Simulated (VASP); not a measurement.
A run of VASP 6.6.1 is set up as follows.

Contents of INCAR:

```
PREC = Accurate ; ENCUT = 600
EDIFF = 1E-6 ; ISMEAR = 0
SIGMA = 0.02 ; LREAL = F
LASPH = T ; NELM = 100
ALGO = Normal ; ISIF = 3
LWAVE = F ; LCHARG = F
GGA = PE ; IBRION = 2
NSW = 100 ; EDIFFG = -0.005
```

KPOINTS

```
regular mesh
0
Gamma
  6 6 6
```

The input POSCAR:

```
Ga2O3
1.0
    2.4997250000      1.4432169017      4.5003166667
   -2.4997250000      1.4432169017      4.5003166667
    0.0000000000     -2.8864338033      4.5003166667
Ga O
4 6
Direct
    0.3559600000      0.3559600000      0.3559600000
    0.1440400000      0.1440400000      0.1440400000
    0.6440400000      0.6440400000      0.6440400000
    0.8559600000      0.8559600000      0.8559600000
    0.5526000000      0.9474000000      0.2500000000
    0.2500000000      0.5526000000      0.9474000000
    0.9474000000      0.2500000000      0.5526000000
    0.4474000000      0.0526000000      0.7500000000
    0.7500000000      0.4474000000      0.0526000000
    0.0526000000      0.7500000000      0.4474000000
```

Potentials or basis: VASP PAW PBE potentials, release 64 (Ga_d, O).

Run with:

```console
$ cat potpaw_PBE.64/Ga_d/POTCAR potpaw_PBE.64/O/POTCAR > POTCAR
$ mpirun -np 1 vasp_std > vasp.out
```

(1) What does it give for the band gap on the k mesh?

(2) What does it give for the relaxed cell?

Answers

(1) 2.36 eV (least direct gap 2.59 eV).

(2) a = 5.404 Å, b = 5.404 Å, c = 5.404 Å, α = 55.88°, β = 55.88°, γ = 55.88°.
